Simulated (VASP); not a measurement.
# BeS (Cmmm) in VASP: notebook

Runs on BeS. Level: PBE. Tasks: single point, relaxation of cell and atoms.

Everything below comes from runs of VASP 6.6.1. Logs are shortened: lines on timing, memory, paths and dates and some standing lists are left out, and cuts for length are marked.

**1. The cell of the first run**

Symmetry: Cmmm, No. 65, orthorhombic system. The conventional cell has a = 2.665 Å, b = 4.318 Å, c = 5.709 Å, α = 90.00°, β = 90.00°, γ = 90.00°. Within 3.3 Å of Be (site symmetry mmm) lie 6 Be at 2.54 to 2.67 Å and 2 S at 2.85 Å. Within 3.3 Å of S (site symmetry mmm) lie 6 S at 2.54 to 2.67 Å and 2 Be at 2.85 Å.

**2. Single point, PBE**

INCAR

```
PREC = Accurate
ENCUT = 520
EDIFF = 1E-7
ISMEAR = 0
SIGMA = 0.1
LREAL = F
LASPH = T
NELM = 60
ALGO = Normal
ISIF = 2
LWAVE = F
LCHARG = T
GGA = PE
LELF = T
LVHAR = T
NBANDS = 11
```

KPOINTS

```
Automatic mesh
0
Gamma
  8 8 4
```

POSCAR

```
BeS
1.0
    1.3325713700     -2.1589014400      0.0000000000
    1.3325713700      2.1589014400      0.0000000000
    0.0000000000      0.0000000000      5.7086585400
Be S
1 1
Direct
    0.0000000000      0.0000000000      0.0000000000
    0.0000000000      0.0000000000      0.5000000000
```

Potentials or basis: VASP PAW PBE potentials, release 64 (Be, S).

On the command line:

```console
$ cat potpaw_PBE.64/Be/POTCAR potpaw_PBE.64/S/POTCAR > POTCAR
$ mpirun -np 1 vasp_std > vasp.out
```

OUTCAR:

```text
PREC = Accurate
   ENCUT = 520
   EDIFF = 1E-7
   ISMEAR = 0
   LREAL = F
   LASPH = T
   NELM = 60
   ISIF = 2
   GGA = PE

 ion  position               nearest neighbor table
   1  0.000  0.000  0.000-
   2  0.000  0.000  0.500-

  LATTYP: Found a base centered orthorhombic cell.
 ALAT       =     2.6651427400
 B/A-ratio  =     1.6201019237
 C/A-ratio  =     2.1419710300

  Lattice vectors:

 A1 = (   1.3325713700,  -2.1589014400,   0.0000000000)
 A2 = (   1.3325713700,   2.1589014400,   0.0000000000)
 A3 = (   0.0000000000,   0.0000000000,   5.7086585400)

Analysis of symmetry for initial positions (statically):
=====================================================================
 Subroutine PRICEL returns:
 Original cell was already a primitive cell.

 Routine SETGRP: Setting up the symmetry group for a
 base centered orthorhombic supercell.

 Subroutine GETGRP returns: Found  8 space group operations
 (whereof  8 operations were pure point group operations)
 out of a pool of  8 trial point group operations.

The static configuration has the point symmetry D_2h.

Analysis of symmetry for dynamics (positions and initial velocities):
=====================================================================
 Subroutine PRICEL returns:
 Original cell was already a primitive cell.

 Routine SETGRP: Setting up the symmetry group for a
 base centered orthorhombic supercell.

 Subroutine GETGRP returns: Found  8 space group operations
 (whereof  8 operations were pure point group operations)
 out of a pool of  8 trial point group operations.

The dynamic configuration has the point symmetry D_2h.

 Subroutine INISYM returns: Found  8 space group operations
 (whereof  8 operations are pure point group operations),
 and found     1 'primitive' translations

----------------------------------------------------------------------------------------

                                     Primitive cell

  volume of cell :      32.8464

  direct lattice vectors                    reciprocal lattice vectors
     1.332571370 -2.158901440  0.000000000     0.375214425 -0.231599271  0.000000000
     1.332571370  2.158901440  0.000000000     0.375214425  0.231599271  0.000000000
     0.000000000  0.000000000  5.708658540     0.000000000  0.000000000  0.175172502

  length of vectors
     2.537045897  2.537045897  5.708658540     0.440935468  0.440935468  0.175172502

  position of ions in fractional coordinates (direct lattice)
     0.000000000  0.000000000  0.000000000
     0.000000000  0.000000000  0.500000000

  ion indices of the primitive-cell ions
   primitive index   ion index
                 1           1
                 2           2

----------------------------------------------------------------------------------------

 KPOINTS: Automatic mesh

Automatic generation of k-mesh.
 Grid dimensions read from file:
 generate k-points for:    8    8    4

 Generating k-lattice:

  Cartesian coordinates                     Fractional coordinates (reciprocal lattice)
     0.046901803 -0.028949909  0.000000000     0.125000000 -0.000000000  0.000000000
     0.046901803  0.028949909  0.000000000    -0.000000000  0.125000000  0.000000000
     0.000000000  0.000000000  0.043793126     0.000000000  0.000000000  0.250000000

  Length of vectors
     0.055116933  0.055116933  0.043793126

  Shift w.r.t. Gamma in fractional coordinates (k-lattice)
     0.000000000  0.000000000  0.000000000

 Subroutine IBZKPT returns following result:
 ===========================================

 Found     63 irreducible k-points:

 Following reciprocal coordinates:
            Coordinates               Weight
  0.000000  0.000000  0.000000      1.000000
  0.125000 -0.000000  0.000000      4.000000
  0.250000 -0.000000  0.000000      4.000000
  0.375000  0.000000  0.000000      4.000000
  0.500000 -0.000000  0.000000      2.000000
  0.125000  0.125000  0.000000      2.000000
[... 16 lines left out ...]
  0.125000 -0.000000  0.250000      8.000000
  0.250000 -0.000000  0.250000      8.000000
 [... further k-points ...]
   k-points           NKPTS =     63   k-points in BZ     NKDIM =     63   number of bands    NBANDS=     11
   number of dos      NEDOS =    301   number of ions     NIONS =      2
   total plane-waves  NPLWV =  16800
   dimension x,y,z NGX =    20 NGY =   20 NGZ =   42
   dimension x,y,z NGXF=    40 NGYF=   40 NGZF=   84
   ions per type =               1   1
   NGX,Y,Z   is equivalent  to a cutoff of  13.11, 13.11, 12.23 a.u.
   NGXF,Y,Z  is equivalent  to a cutoff of  26.21, 26.21, 24.46 a.u.
 SYSTEM =  unknown system
   PREC   = accura    normal or accurate (medium, high low for compatibility)
   ISTART =      0    job   : 0-new  1-cont  2-samecut
   ICHARG =      2    charge: 1-file 2-atom 10-const
   ISPIN  =      1    spin polarized calculation?
   LNONCOLLINEAR =      F non collinear calculations
   LSORBIT =      F    spin-orbit coupling
   LASPH  =      T    aspherical Exc in radial PAW
   ENCUT  =  520.0 eV  38.22 Ry    6.18 a.u.   4.72  4.72 10.61*2*pi/ulx,y,z
   NELM   =     60;   NELMIN=  2; NELMDL= -5     # of ELM steps
   EDIFF  = 0.1E-06   stopping-criterion for ELM
   LREAL  =      F    real-space projection
   EDIFFG = 0.1E-05   stopping-criterion for IOM
   NSW    =      0    number of steps for IOM
   IBRION =     -1    ionic relax: 0-MD 1-quasi-New 2-CG
   NFREE  =      0    steps in history (QN), initial steepest desc. (CG)
   ISIF   =      2    stress and relaxation
   ISYM   =      2    0-nonsym 1-usesym 2-fastsym
   POTIM  = 0.5000    time-step for ionic-motion
   TEBEG  =    0.0;   TEEND  =   0.0 temperature during run
   PSTRESS=    0.0 pullay stress
   NELECT =       8.0000    total number of electrons
   NUPDOWN=      -1.0000    fix difference up-down
   EMIN   =  10.00;   EMAX   =-10.00  energy-range for DOS
   EFERMI =   0.00;   METHOD = LEGACY
   ISMEAR =     0;   SIGMA  =   0.10  broadening in eV -4-tet -1-fermi 0-gaus
   EFERMI_NEDOS =   21; number of points for ismear=-14 and -15
   IALGO  =     38    algorithm
   IMIX   =      4    mixing-type and parameters
     AMIX     =   0.40;   BMIX     =  1.00
     AMIX_MAG =   1.60;   BMIX_MAG =  1.00
  volume/ion in A,a.u.               =      16.42       110.83
  Fermi-wavevector in a.u.,A,eV,Ry     =   1.022372  1.932003 14.221421  1.045245
  Thomas-Fermi vector in A             =   2.156048
   LORBIT       =      0    0 simple, 1 ext, 2 COOP (PROOUT), +10 PAW based schemes
   GGA     = PE    functional components
   LHFCALC =     F    Hartree Fock is set to
   AEXX    =    0.0000 exact exchange contribution
   IVDW    =     0    specifies the selected vdW correction
   LEPSILON=     F    determine dielectric tensor
   LRPA    =     F    only Hartree local field effects (RPA)
 non-spin polarized calculation
 Gauss-broadening in eV      SIGMA  =   0.10
  energy-cutoff  :      520.00
  volume of cell :       32.85
 maximum number of plane-waves:       897
   NGX =  9   NGY =  9   NGZ = 21

 number of electron       7.9999998 magnetization

 Free energy of the ion-electron system (eV)
  ---------------------------------------------------
  ext. energy  EPLUGINS =         0.00000000
  ---------------------------------------------------
  free energy    TOTEN  =        -6.06957757 eV

  energy without entropy =       -6.05670205  energy(sigma->0) =       -6.06313981

 E-fermi :   4.1377     XC(G=0):  -9.5486

 val. band max:        4.1262101086   @ k =  -0.3750   0.2500   0.5000
 cond. band min:       4.1393626398   @ k =   0.5000   0.2500   0.2500
 fundamental gap:      0.0131525311
 Fermi energy:         4.1377306424

 k-point     1 :       0.0000    0.0000    0.0000
  band No.  band energies     occupation
      1     -12.1830      2.00000
      2      -1.5912      2.00000
      3      -0.8598      2.00000
      4       7.9333      0.00000
      5       8.4874      0.00000
      6       9.3435      0.00000
      7      12.8521      0.00000
      8      16.6568      0.00000
      9      17.6209      0.00000
     10      18.4615      0.00000
     11      18.5104      0.00000

 k-point     2 :       0.1250   -0.0000    0.0000
  band No.  band energies     occupation
      1     -11.7883      2.00000
      2      -1.2161      2.00000
      3      -0.5065      2.00000
      4       6.4676      0.00000
      5       8.2842      0.00000
      6       8.5131      0.00000
      7      13.1238      0.00000
      8      16.0959      0.00000
      9      16.6386      0.00000
     10      17.5318      0.00000
     11      19.2843      0.00000

 k-point     3 :       0.2500   -0.0000    0.0000
  band No.  band energies     occupation
      1     -10.6308      2.00000
      2      -0.1353      2.00000
      3       0.5393      2.00000
      4       2.5137      2.00000
      5       7.4343      0.00000
      6       9.2591      0.00000
      7      11.8712      0.00000
      8      14.1524      0.00000
      9      14.8474      0.00000
     10      15.8894      0.00000
     11      16.2870      0.00000

 k-point     4 :       0.3750    0.0000    0.0000
  band No.  band energies     occupation
      1      -8.8581      2.00000
      2      -1.2446      2.00000
      3       1.4161      2.00000
      4       2.2366      2.00000
      5       6.6407      0.00000
      6       8.5596      0.00000
      7      10.0513      0.00000
      8      11.7311      0.00000
      9      13.1919      0.00000
     10      15.3492      0.00000
     11      17.1713      0.00000
[... 239 lines left out ...]
 k-point    22 :       0.0000    0.0000    0.2500
  band No.  band energies     occupation
      1     -12.1781      2.00000
      2      -2.3890      2.00000
      3       0.5229      2.00000
      4       6.2144      0.00000
      5       8.4897      0.00000
      6       9.3457      0.00000
      7      14.9157      0.00000
      8      16.6622      0.00000
      9      17.5571      0.00000
     10      18.4035      0.00000
     11      18.5575      0.00000

 k-point    23 :       0.1250   -0.0000    0.2500
  band No.  band energies     occupation
      1     -11.7834      2.00000
      2      -2.0127      2.00000
      3       0.8623      2.00000
      4       6.3837      0.00000
      5       6.6841      0.00000
      6       8.5165      0.00000
      7      14.9914      0.00000
      8      16.0497      0.00000
      9      16.7160      0.00000
     10      17.4587      0.00000
     11      19.5939      0.00000

 k-point    24 :       0.2500   -0.0000    0.2500
  band No.  band energies     occupation
      1     -10.6263      2.00000
      2      -0.9060      2.00000
      3       1.8312      2.00000
      4       2.5171      2.00000
      5       7.4365      0.00000
      6       7.6416      0.00000
      7      12.1748      0.00000
      8      14.3994      0.00000
      9      15.1282      0.00000
     10      16.1953      0.00000
     11      17.5308      0.00000

 [... further k-points ...]
[... 5 lines left out ...]
  --------------------------------------------------------------------------------------
  -------------------------------------------------------------------------------------
  Total       -0.8886974     -2.2190731     -1.9255112     -0.0000000      0.0000000      0.0000000
  in kB      -43.3488035   -108.2417565    -93.9224224     -0.0000000      0.0000000      0.0000000
  external PRESSURE =     -81.8376608 kB  Pullay stress =       0.0000000 kB

 VOLUME and BASIS-vectors are now :
 -----------------------------------------------------------------------------
  energy-cutoff  :      520.00
  volume of cell :       32.85
      direct lattice vectors                 reciprocal lattice vectors
     1.332571370 -2.158901440  0.000000000     0.375214425 -0.231599271  0.000000000
     1.332571370  2.158901440  0.000000000     0.375214425  0.231599271  0.000000000
     0.000000000  0.000000000  5.708658540     0.000000000  0.000000000  0.175172502

 POSITION                                       TOTAL-FORCE (eV/Angst)
 -----------------------------------------------------------------------------------
      0.00000      0.00000      0.00000         0.000000      0.000000      0.000000
      0.00000      0.00000      2.85433         0.000000      0.000000      0.000000
 -----------------------------------------------------------------------------------
    total drift:                               -0.000000      0.000000     -0.000000

  FREE ENERGIE OF THE ION-ELECTRON SYSTEM (eV)
  ---------------------------------------------------
  free  energy   TOTEN  =        -6.0695775729 eV

  energy  without entropy=       -6.0567020542  energy(sigma->0) =       -6.06313981
```

It took 17 s on 1 thread of Intel Xeon Platinum 8259CL at 2.50GHz (Skylake/Cascade Lake), shared host; peak memory 0.15 GiB.

What came out:

```
Free energy            : -6.0696 eV
Pressure               : -8.2 GPa
Band gap on the k mesh : zero (band 4 reaches 7.93 eV, above the bottom of band 5 at 3.19 eV)
```

**3. Relaxation of cell and atoms, PBE**

INCAR

```
ALGO     = Normal         # electronic algorithm
EDIFF    = 1E-7           # SCF threshold, eV
EDIFFG   = -0.04          # ionic threshold
ENCUT    = 600            # plane-wave cutoff, eV
GGA      = PE             # functional
IBRION   = 2              # ionic algorithm
ISIF     = 3              # what is computed and relaxed
ISMEAR   = 0              # smearing method
LASPH    = T              # aspherical terms in the spheres
LCHARG   = F              # write CHGCAR
LREAL    = F              # projectors in reciprocal space
LWAVE    = F              # write WAVECAR
NELM     = 80             # most SCF steps
NSW      = 90             # ionic steps
PREC     = Accurate       # precision mode
SIGMA    = 0.1            # smearing width, eV
```

KPOINTS

```
k-points
0
Gamma
  8 8 4
```

POSCAR is that of step 2.

Potentials or basis: VASP PAW PBE potentials, release 64 (Be, S).

On the command line:

```console
$ cat potpaw_PBE.64/Be/POTCAR potpaw_PBE.64/S/POTCAR > POTCAR
$ mpirun -np 1 vasp_std > vasp.out
```

Run time: 3.6 min. Hardware: 1 thread of Intel Xeon Platinum 8259CL at 2.50GHz (Skylake/Cascade Lake), shared host; peak memory 0.16 GiB.

It converged, with:

```
Free energy                            : -6.7621 eV
Relaxed volume                         : 13.39 Å³/atom
Relaxed cell                           : a = 2.444 Å, b = 2.444 Å, c = 4.484 Å, α = 90.00°, β = 90.00°, γ = 90.54°
Space group after relaxing (to 0.05 Å) : P4/mmm (No. 123)
Energy gained by relaxing              : 346.2 meV/atom
Ionic steps                            : 27
Pressure after relaxing                : -0.2 GPa
Band gap on the k mesh                 : zero (band 4 reaches 9.38 eV, above the bottom of band 5 at 4.88 eV)
```

Stress tensor (GPa, compression positive):
```
-0.16  0.00  0.00
 0.00 -0.43  0.00
 0.00  0.00  0.02
```

The path:
```
step  energy change (eV)  largest force (eV/Å)  pressure (GPa)  volume (Å³)
   1              0.0000                0.0000           -8.16        32.85
   2             -0.1604                0.0000           -1.61        29.02
   3             -0.1771                0.0000            1.53        27.85
   4             -0.3631                0.0000            2.84        26.46
   5             -0.3925                0.0000           23.24        21.94
   6             -0.4870                0.0000            9.11        24.24
   7             -0.6489                0.0000            1.97        25.71
   8             -0.6659                0.0000            0.56        26.22
   9             -0.6668                0.0000            0.21        26.37
  10             -0.6667                0.0000            0.11        26.41
  11             -0.6677                0.0000           -0.16        26.48
  12             -0.6709                0.0000           -0.97        26.71
  13             -0.6698                0.0000           -2.02        27.15
  14             -0.6723                0.0000           -1.48        26.87
  15             -0.6727                0.0000           -1.48        26.87
  16             -0.6737                0.0000           -1.43        26.87
  17             -0.6748                0.0000           -1.24        26.86
  18             -0.6749                0.0000           -1.15        26.86
  19             -0.6763                0.0000           -0.94        26.80
  20             -0.6800                0.0000           -0.29        26.63
  21             -0.6843                0.0000            1.12        26.28
  22             -0.6847                0.0000            1.82        26.12
  23             -0.6876                0.0000            1.56        26.22
  24             -0.6902                0.0000            1.00        26.45
  25             -0.6918                0.0000            0.18        26.69
  26             -0.6921                0.0000           -0.31        26.83
  27             -0.6923                0.0000           -0.19        26.79
```

Final structure:
```
Be S
1.0
     1.72019   -1.73640    0.00000
     1.72019    1.73640    0.00000
     0.00000    0.00000    4.48395
Be S
1 1
Direct
  0.00000 0.00000 0.00000
  0.00000 0.00000 0.50000
```

Levels at points of the mesh, in eV from the Fermi level:
| k point | band 1 | band 2 | band 3 | band 4 | band 5 | band 6 | band 7 | band 8 |
| --- | --- | --- | --- | --- | --- | --- | --- | --- |
| (0.00, 0.00, 0.00) | -17.35 | -7.49 | -4.46 | 2.66 | 2.72 | 7.68 | 9.70 | 10.22 |
| (0.50, 0.00, 0.00) | -13.75 | -8.73 | -4.62 | -0.53 | 1.37 | 3.53 | 4.63 | 12.11 |
| (0.50, 0.50, 0.00) | -9.95 | -6.05 | -5.91 | -2.13 | 2.39 | 2.90 | 3.06 | 7.16 |
| (0.00, 0.00, 0.50) | -17.27 | -9.01 | 0.84 | 1.73 | 2.77 | 2.84 | 7.81 | 10.76 |
| (0.50, 0.00, 0.50) | -13.73 | -8.47 | -5.12 | -2.47 | 4.71 | 5.00 | 5.71 | 9.13 |
| (0.50, 0.50, 0.50) | -10.00 | -5.87 | -5.73 | -1.94 | 1.22 | 1.39 | 2.87 | 7.29 |

Caveat: the volume moved by over 15 % at a fixed basis, so the end points are rough.
